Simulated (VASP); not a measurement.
# Pd (Fm-3m) in VASP: further runs

Runs on Pd. Level: PBEsol. Tasks: single point.

Program: VASP 6.6.1. These are calculated values, not measurements. Logs are shortened: lines on timing, memory, paths and dates and some standing lists are left out, and cuts for length are marked.

**1. The cell of the first run**

Symmetry: Fm-3m, No. 225, cubic system. Conventional cell: a = 3.874 Å, b = 3.874 Å, c = 3.874 Å, α = 90.00°, β = 90.00°, γ = 90.00°. Pd (site symmetry m-3m) has 12 Pd at 2.74 Å within 3.6 Å.

**2. Single point, PBEsol**

Contents of INCAR:

```
ALGO = Normal
EDIFF = 1E-6
ENCUT = 500
GGA = PS
GGA_COMPAT = False
ISIF = 2
ISMEAR = 0
LASPH = True
LCHARG = False
LREAL = False
LWAVE = False
NBANDS = 11
NELM = 120
PREC = Accurate
SIGMA = 0.1
```

Contents of KPOINTS:

```
k-points
0
Gamma
  10 10 10
```

Contents of POSCAR:

```
Pd
1.0
    0.0000000000      1.9371353059      1.9371353059
    1.9371353059      0.0000000000      1.9371353059
    1.9371353059      1.9371353059      0.0000000000
Pd
1
Direct
    0.0000000000      0.0000000000      0.0000000000
```

Potentials or basis: VASP PAW PBE potentials, release 64 (Pd).

Started as:

```sh
> cat potpaw_PBE.64/Pd/POTCAR > POTCAR
> mpirun -np 1 vasp_std > vasp.out
```

OUTCAR:

```text
EDIFF = 1E-6
   ENCUT = 500
   GGA = PS
   ISIF = 2
   ISMEAR = 0
   LASPH = True
   LREAL = False
   NELM = 120
   PREC = Accurate

 ion  position               nearest neighbor table
   1  0.000  0.000  0.000-

  LATTYP: Found a face centered cubic cell.
 ALAT       =     3.8742706118

  Lattice vectors:

 A1 = (   0.0000000000,   1.9371353059,   1.9371353059)
 A2 = (   1.9371353059,   0.0000000000,   1.9371353059)
 A3 = (   1.9371353059,   1.9371353059,   0.0000000000)

Analysis of symmetry for initial positions (statically):
=====================================================================
 Subroutine PRICEL returns:
 Original cell was already a primitive cell.

 Routine SETGRP: Setting up the symmetry group for a
 face centered cubic supercell.

 Subroutine GETGRP returns: Found 48 space group operations
 (whereof 48 operations were pure point group operations)
 out of a pool of 48 trial point group operations.

The static configuration has the point symmetry O_h .

Analysis of symmetry for dynamics (positions and initial velocities):
=====================================================================
 Subroutine PRICEL returns:
 Original cell was already a primitive cell.

 Routine SETGRP: Setting up the symmetry group for a
 face centered cubic supercell.

 Subroutine GETGRP returns: Found 48 space group operations
 (whereof 48 operations were pure point group operations)
 out of a pool of 48 trial point group operations.

The dynamic configuration has the point symmetry O_h .

 Subroutine INISYM returns: Found 48 space group operations
 (whereof 48 operations are pure point group operations),
 and found     1 'primitive' translations

----------------------------------------------------------------------------------------

                                     Primitive cell

  volume of cell :      14.5382

  direct lattice vectors                    reciprocal lattice vectors
     0.000000000  1.937135306  1.937135306    -0.258113101  0.258113101  0.258113101
     1.937135306  0.000000000  1.937135306     0.258113101 -0.258113101  0.258113101
     1.937135306  1.937135306  0.000000000     0.258113101  0.258113101 -0.258113101

  length of vectors
     2.739523022  2.739523022  2.739523022     0.447065004  0.447065004  0.447065004

  position of ions in fractional coordinates (direct lattice)
     0.000000000  0.000000000  0.000000000

  ion indices of the primitive-cell ions
   primitive index   ion index
                 1           1

----------------------------------------------------------------------------------------

 KPOINTS: k-points

Automatic generation of k-mesh.
 Grid dimensions read from file:
 generate k-points for:   10   10   10

 Generating k-lattice:

  Cartesian coordinates                     Fractional coordinates (reciprocal lattice)
    -0.025811310  0.025811310  0.025811310     0.100000000  0.000000000  0.000000000
     0.025811310 -0.025811310  0.025811310     0.000000000  0.100000000  0.000000000
     0.025811310  0.025811310 -0.025811310     0.000000000  0.000000000  0.100000000

  Length of vectors
     0.044706500  0.044706500  0.044706500

  Shift w.r.t. Gamma in fractional coordinates (k-lattice)
     0.000000000  0.000000000  0.000000000

 Subroutine IBZKPT returns following result:
 ===========================================

 Found     47 irreducible k-points:

 Following reciprocal coordinates:
            Coordinates               Weight
  0.000000  0.000000  0.000000      1.000000
  0.100000  0.000000  0.000000      8.000000
  0.200000  0.000000  0.000000      8.000000
  0.300000  0.000000  0.000000      8.000000
  0.400000  0.000000  0.000000      8.000000
  0.500000  0.000000  0.000000      4.000000
[... 16 lines left out ...]
  0.300000  0.300000  0.000000      6.000000
  0.400000  0.300000  0.000000     24.000000
 [... further k-points ...]
   k-points           NKPTS =     47   k-points in BZ     NKDIM =     47   number of bands    NBANDS=     11
   number of dos      NEDOS =    301   number of ions     NIONS =      1
   total plane-waves  NPLWV =   8000
   dimension x,y,z NGX =    20 NGY =   20 NGZ =   20
   dimension x,y,z NGXF=    40 NGYF=   40 NGZF=   40
   ions per type =               1
   NGX,Y,Z   is equivalent  to a cutoff of  12.14, 12.14, 12.14 a.u.
   NGXF,Y,Z  is equivalent  to a cutoff of  24.27, 24.27, 24.27 a.u.
 SYSTEM =  unknown system
   PREC   = accura    normal or accurate (medium, high low for compatibility)
   ISTART =      0    job   : 0-new  1-cont  2-samecut
   ICHARG =      2    charge: 1-file 2-atom 10-const
   ISPIN  =      1    spin polarized calculation?
   LNONCOLLINEAR =      F non collinear calculations
   LSORBIT =      F    spin-orbit coupling
   LASPH  =      T    aspherical Exc in radial PAW
   ENCUT  =  500.0 eV  36.75 Ry    6.06 a.u.   4.99  4.99  4.99*2*pi/ulx,y,z
   NELM   =    120;   NELMIN=  2; NELMDL= -5     # of ELM steps
   EDIFF  = 0.1E-05   stopping-criterion for ELM
   LREAL  =      F    real-space projection
   EDIFFG = 0.1E-04   stopping-criterion for IOM
   NSW    =      0    number of steps for IOM
   IBRION =     -1    ionic relax: 0-MD 1-quasi-New 2-CG
   NFREE  =      0    steps in history (QN), initial steepest desc. (CG)
   ISIF   =      2    stress and relaxation
   ISYM   =      2    0-nonsym 1-usesym 2-fastsym
   POTIM  = 0.5000    time-step for ionic-motion
   TEBEG  =    0.0;   TEEND  =   0.0 temperature during run
   PSTRESS=    0.0 pullay stress
   NELECT =      10.0000    total number of electrons
   NUPDOWN=      -1.0000    fix difference up-down
   EMIN   =  10.00;   EMAX   =-10.00  energy-range for DOS
   EFERMI =   0.00;   METHOD = LEGACY
   ISMEAR =     0;   SIGMA  =   0.10  broadening in eV -4-tet -1-fermi 0-gaus
   EFERMI_NEDOS =   21; number of points for ismear=-14 and -15
   IALGO  =     38    algorithm
   IMIX   =      4    mixing-type and parameters
     AMIX     =   0.40;   BMIX     =  1.00
     AMIX_MAG =   1.60;   BMIX_MAG =  1.00
  volume/ion in A,a.u.               =      14.54        98.11
  Fermi-wavevector in a.u.,A,eV,Ry     =   1.445123  2.730887 28.414150  2.088381
  Thomas-Fermi vector in A             =   2.563341
   LORBIT       =      0    0 simple, 1 ext, 2 COOP (PROOUT), +10 PAW based schemes
   GGA     = PS    functional components
   LHFCALC =     F    Hartree Fock is set to
   AEXX    =    0.0000 exact exchange contribution
   IVDW    =     0    specifies the selected vdW correction
   LEPSILON=     F    determine dielectric tensor
   LRPA    =     F    only Hartree local field effects (RPA)
 non-spin polarized calculation
 Gauss-broadening in eV      SIGMA  =   0.10
  energy-cutoff  :      500.00
  volume of cell :       14.54
 maximum number of plane-waves:       377
   NGX =  9   NGY =  9   NGZ =  9

 number of electron      10.0000002 magnetization

 Free energy of the ion-electron system (eV)
  ---------------------------------------------------
  ext. energy  EPLUGINS =         0.00000000
  ---------------------------------------------------
  free energy    TOTEN  =        -5.97835454 eV

  energy without entropy =       -5.96995379  energy(sigma->0) =       -5.97415416

 E-fermi :   9.8895     XC(G=0): -13.4689

 val. band max:        9.8765573011   @ k =  -0.4000   0.4000   0.0000
 cond. band min:       9.9217911696   @ k =   0.5000   0.2000   0.0000
 fundamental gap:      0.0452338685
 Fermi energy:         9.8895066617

 k-point     1 :       0.0000    0.0000    0.0000
  band No.  band energies     occupation
      1       2.5135      2.00000
      2       6.9543      2.00000
      3       6.9543      2.00000
      4       6.9543      2.00000
      5       8.6251      2.00000
      6       8.6251      2.00000
      7      27.0001      0.00000
      8      31.8517      0.00000
      9      31.8517      0.00000
     10      31.8517      0.00000
     11      35.9395      0.00000

 k-point     2 :       0.1000    0.0000    0.0000
  band No.  band energies     occupation
      1       2.8753      2.00000
      2       6.8309      2.00000
      3       7.0756      2.00000
      4       7.0756      2.00000
      5       8.5712      2.00000
      6       8.5712      2.00000
      7      27.3584      0.00000
      8      29.8719      0.00000
      9      32.2748      0.00000
     10      32.2748      0.00000
     11      36.0117      0.00000

 k-point     3 :       0.2000    0.0000    0.0000
  band No.  band energies     occupation
      1       3.7892      2.00000
      2       6.7034      2.00000
      3       7.2617      2.00000
      4       7.2617      2.00000
      5       8.6031      2.00000
      6       8.6031      2.00000
      7      26.1984      0.00000
      8      28.2550      0.00000
      9      33.2839      0.00000
     10      33.2839      0.00000
     11      35.7596      0.00000

 k-point     4 :       0.3000    0.0000    0.0000
  band No.  band energies     occupation
      1       4.4677      2.00000
      2       7.1832      2.00000
      3       7.1832      2.00000
      4       7.4600      2.00000
      5       9.0412      2.00000
      6       9.0412      2.00000
      7      22.6116      0.00000
      8      27.6587      0.00000
      9      33.2969      0.00000
     10      33.2969      0.00000
     11      36.1513      0.00000
[... 239 lines left out ...]
 k-point    22 :      -0.2000    0.2000    0.0000
  band No.  band energies     occupation
      1       5.3465      2.00000
      2       6.2180      2.00000
      3       7.0401      2.00000
      4       7.9096      2.00000
      5       8.0615      2.00000
      6      10.5204      0.00000
      7      24.2699      0.00000
      8      25.1922      0.00000
      9      30.4526      0.00000
     10      33.0507      0.00000
     11      34.3911      0.00000

 k-point    23 :       0.3000    0.3000    0.0000
  band No.  band energies     occupation
      1       4.8957      2.00000
      2       5.3310      2.00000
      3       8.6736      2.00000
      4       8.7732      2.00000
      5       8.7732      2.00000
      6       9.3932      2.00000
      7      26.5336      0.00000
      8      26.5336      0.00000
      9      26.9956      0.00000
     10      30.3333      0.00000
     11      32.0446      0.00000

 k-point    24 :       0.4000    0.3000    0.0000
  band No.  band energies     occupation
      1       4.8974      2.00000
      2       5.1827      2.00000
      3       8.3745      2.00000
      4       8.8998      2.00000
      5       9.7920      1.83197
      6      10.8971      0.00000
      7      23.5847      0.00000
      8      25.2210      0.00000
      9      25.5176      0.00000
     10      30.8279      0.00000
     11      33.1368      0.00000

 [... further k-points ...]

------------------------ aborting loop because EDIFF is reached ----------------------------------------

  FORCE on cell =-STRESS in cart. coord.  units (eV):
  Direction    XX          YY          ZZ          XY          YZ          ZX
  --------------------------------------------------------------------------------------
  -------------------------------------------------------------------------------------
  Total       -0.0234221     -0.0234221     -0.0234221      0.0000000     -0.0000000      0.0000000
  in kB       -2.5812308     -2.5812308     -2.5812308      0.0000000     -0.0000000      0.0000000
  external PRESSURE =      -2.5812308 kB  Pullay stress =       0.0000000 kB

 VOLUME and BASIS-vectors are now :
 -----------------------------------------------------------------------------
  energy-cutoff  :      500.00
  volume of cell :       14.54
      direct lattice vectors                 reciprocal lattice vectors
     0.000000000  1.937135306  1.937135306    -0.258113101  0.258113101  0.258113101
     1.937135306  0.000000000  1.937135306     0.258113101 -0.258113101  0.258113101
     1.937135306  1.937135306  0.000000000     0.258113101  0.258113101 -0.258113101

 POSITION                                       TOTAL-FORCE (eV/Angst)
 -----------------------------------------------------------------------------------
      0.00000      0.00000      0.00000         0.000000      0.000000      0.000000
 -----------------------------------------------------------------------------------
    total drift:                                0.000000      0.000000     -0.000000

  FREE ENERGIE OF THE ION-ELECTRON SYSTEM (eV)
  ---------------------------------------------------
  free  energy   TOTEN  =        -5.9783545397 eV

  energy  without entropy=       -5.9699537898  energy(sigma->0) =       -5.97415416
```

Run time: 3.2 s. Hardware: 1 thread of Intel Xeon 6975P-C (Granite Rapids), shared host; peak memory 0.12 GiB.

What came out:

```
Free energy            : -5.9784 eV
Pressure               : -0.3 GPa
Band gap on the k mesh : zero (bands 5 and 6 overlap by 1.61 eV)
```

Levels at points of the mesh, in eV from the Fermi level:
```csv
k point,band 1,band 2,band 3,band 4,band 5,band 6,band 7,band 8,band 9,band 10
"(0.00, 0.00, 0.00)",-7.38,-2.94,-2.94,-2.94,-1.26,-1.26,17.11,21.96,21.96,21.96
"(0.50, 0.00, 0.00)",-5.47,-2.98,-2.98,-0.03,-0.03,0.87,7.36,16.47,21.13,21.13
"(0.50, 0.50, 0.00)",-5.57,-5.27,-0.05,0.29,0.29,3.23,10.85,13.17,13.17,21.67
```

Caveat: the PAW data sets were made with another functional, which shifts forces and pressure a little.

**3. Single point, PBEsol**

This run uses another cell than the first one, of 14.21 Å³/atom.

Contents of INCAR:

```
  PREC = Accurate
  ENCUT = 500
  EDIFF = 1E-6
  ISMEAR = 0
  SIGMA = 0.1
  LREAL = False
  LASPH = True
  NELM = 120
  ALGO = Normal
  ISIF = 2
  LWAVE = False
  LCHARG = False
  GGA = PS
  NBANDS = 11
  GGA_COMPAT = False
```

Contents of KPOINTS:

```
regular mesh
0
Gamma
  10 10 10
```

Contents of POSCAR:

```
Pd
1.0
    0.0000000000      1.9225180107      1.9225180107
    1.9225180107      0.0000000000      1.9225180107
    1.9225180107      1.9225180107      0.0000000000
Pd
1
Direct
    0.0000000000      0.0000000000      0.0000000000
```

Potentials or basis: VASP PAW PBE potentials, release 64 (Pd).

Started as:

```sh
> cat potpaw_PBE.64/Pd/POTCAR > POTCAR
> mpirun -np 1 vasp_std > vasp.out
```

OUTCAR:

```text
PREC = Accurate
   ENCUT = 500
   EDIFF = 1E-6
   ISMEAR = 0
   LREAL = False
   LASPH = True
   NELM = 120
   ISIF = 2
   GGA = PS

 ion  position               nearest neighbor table
   1  0.000  0.000  0.000-

  LATTYP: Found a face centered cubic cell.
 ALAT       =     3.8450360214

  Lattice vectors:

 A1 = (   0.0000000000,   1.9225180107,   1.9225180107)
 A2 = (   1.9225180107,   0.0000000000,   1.9225180107)
 A3 = (   1.9225180107,   1.9225180107,   0.0000000000)

Analysis of symmetry for initial positions (statically):
=====================================================================
 Subroutine PRICEL returns:
 Original cell was already a primitive cell.

 Routine SETGRP: Setting up the symmetry group for a
 face centered cubic supercell.

 Subroutine GETGRP returns: Found 48 space group operations
 (whereof 48 operations were pure point group operations)
 out of a pool of 48 trial point group operations.

The static configuration has the point symmetry O_h .

Analysis of symmetry for dynamics (positions and initial velocities):
[... 166 lines left out ...]
      1       2.7286      2.00000
      2       7.2436      2.00000
      3       7.2436      2.00000
      4       7.2436      2.00000
      5       8.9775      2.00000
      6       8.9775      2.00000
      7      27.4004      0.00000
      8      32.3833      0.00000
      9      32.3833      0.00000
     10      32.3833      0.00000
     11      36.2574      0.00000
[... 309 lines left out ...]
 k-point    24 :       0.4000    0.3000    0.0000
  band No.  band energies     occupation
      1       5.1167      2.00000
      2       5.4071      2.00000
      3       8.7112      2.00000
      4       9.2600      2.00000
      5      10.1897      1.84628
      6      11.3005      0.00000
      7      24.1618      0.00000
      8      25.8424      0.00000
      9      26.1021      0.00000
     10      31.5017      0.00000
     11      33.8553      0.00000

 [... further k-points ...]

------------------------ aborting loop because EDIFF is reached ----------------------------------------

  FORCE on cell =-STRESS in cart. coord.  units (eV):
  Direction    XX          YY          ZZ          XY          YZ          ZX
  --------------------------------------------------------------------------------------
  -------------------------------------------------------------------------------------
  Total        0.4151906      0.4151906      0.4151906      0.0000000     -0.0000000      0.0000000
  in kB       46.8076555     46.8076555     46.8076555      0.0000000     -0.0000000      0.0000000
  external PRESSURE =      46.8076555 kB  Pullay stress =       0.0000000 kB

 VOLUME and BASIS-vectors are now :
 -----------------------------------------------------------------------------
  energy-cutoff  :      500.00
  volume of cell :       14.21
      direct lattice vectors                 reciprocal lattice vectors
     0.000000000  1.922518011  1.922518011    -0.260075587  0.260075587  0.260075587
     1.922518011  0.000000000  1.922518011     0.260075587 -0.260075587  0.260075587
     1.922518011  1.922518011  0.000000000     0.260075587  0.260075587 -0.260075587

 POSITION                                       TOTAL-FORCE (eV/Angst)
 -----------------------------------------------------------------------------------
      0.00000      0.00000      0.00000         0.000000     -0.000000      0.000000
 -----------------------------------------------------------------------------------
    total drift:                                0.000000      0.000000      0.000000

  FREE ENERGIE OF THE ION-ELECTRON SYSTEM (eV)
  ---------------------------------------------------
  free  energy   TOTEN  =        -5.9738598520 eV

  energy  without entropy=       -5.9659266640  energy(sigma->0) =       -5.96989326
```

OSZICAR:

```text
N       E                     dE             d eps       ncg     rms          rms(c)
DAV:   1     0.406828089205E+02    0.40683E+02   -0.50635E+03  1050   0.836E+02
DAV:   2    -0.583763089581E+01   -0.46520E+02   -0.43993E+02  1166   0.182E+02
DAV:   3    -0.635159405860E+01   -0.51396E+00   -0.51325E+00  1237   0.202E+01
DAV:   4    -0.635373191759E+01   -0.21379E-02   -0.21376E-02  1267   0.137E+00
DAV:   5    -0.635375363220E+01   -0.21715E-04   -0.21715E-04  1346   0.125E-01    0.923E+00
DAV:   6    -0.599268890313E+01    0.36106E+00   -0.14125E+00  1277   0.975E+00    0.417E+00
DAV:   7    -0.597890607927E+01    0.13783E-01   -0.47769E-02  1422   0.140E+00    0.208E+00
DAV:   8    -0.597390412685E+01    0.50020E-02   -0.22392E-03  1299   0.471E-01    0.121E-01
DAV:   9    -0.597385508136E+01    0.49045E-04   -0.22401E-04  1317   0.129E-01    0.150E-02
DAV:  10    -0.597386038017E+01   -0.52988E-05   -0.33920E-06  1317   0.154E-02    0.105E-02
DAV:  11    -0.597385985198E+01    0.52819E-06   -0.60704E-08   877   0.207E-03
   1 F= -.59738599E+01 E0= -.59698933E+01  d E =-.793319E-02
```

Wall time 3.4 s (1 thread of Intel Xeon 6975P-C (Granite Rapids), shared host); peak memory 0.12 GiB.

What came out:

```
Free energy            : -5.9739 eV
Pressure               : 4.7 GPa
Band gap on the k mesh : zero (bands 5 and 6 overlap by 1.68 eV)
```

Caveat: the cell stands under pressure; the PAW data sets were made with another functional, which shifts forces and pressure a little.
